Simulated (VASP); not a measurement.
Wanted: the native input for a VASP 6.6.1 run.

```yaml
Task: single point
Functional: PBE
Potentials_or_basis: VASP PAW PBE potentials, release 64 (Sc_sv)
Cutoff: 520 eV
k_mesh: 12 × 12 × 4
Occupations: fermi-dirac, width 0.05 eV
Spin: no spin polarisation
Dipole_correction: no
Further_INCAR_settings: ALGO = Normal; EDIFF = 1e-06; NBANDS = 30
```

The structure of Sc lies in POSCAR:

```
Sc
1.0
    2.4383213020      0.0000000000      0.0000000000
   -1.2191606510      2.1116481901      0.0000000000
    0.0000000000      0.0000000000      7.6542841796
Sc
4
Direct
    0.0000000000      0.0000000000      0.0000000000
    0.0000000000      0.0000000000      0.5000000000
    0.3333333333      0.6666666667      0.2500000000
    0.6666666667      0.3333333333      0.7500000000
```

This cell differs from its parent crystal: volume scaled by 0.4.

One way to write it, as run:

INCAR

```
SYSTEM = Sc
ALGO = Normal ; EDIFF = 1E-6
ENCUT = 520 ; GGA = PE
ISIF = 2 ; ISMEAR = -1
LASPH = .TRUE. ; LCHARG = .FALSE.
LREAL = .FALSE. ; LWAVE = .FALSE.
NBANDS = 30 ; NELM = 60
PREC = Accurate ; SIGMA = 0.05
```

KPOINTS

```
k-points
0
G
  12 12 4
  0 0 0
```

Potentials or basis: VASP PAW PBE potentials, release 64 (Sc_sv).

Launch:

```console
$ cat potpaw_PBE.64/Sc_sv/POTCAR > POTCAR
$ mpirun -np 1 vasp_std > vasp.out
```

Results of the run:

```
Pressure               : 174.4 GPa
Band gap on the k mesh : zero (band 22 reaches 13.02 eV, above the bottom of band 23 at 10.80 eV)
```

Run time: 51 s on 1 thread of Intel(R) Xeon(R) Platinum 8488C (Sapphire Rapids) (shared host), peak memory 0.17 GiB.
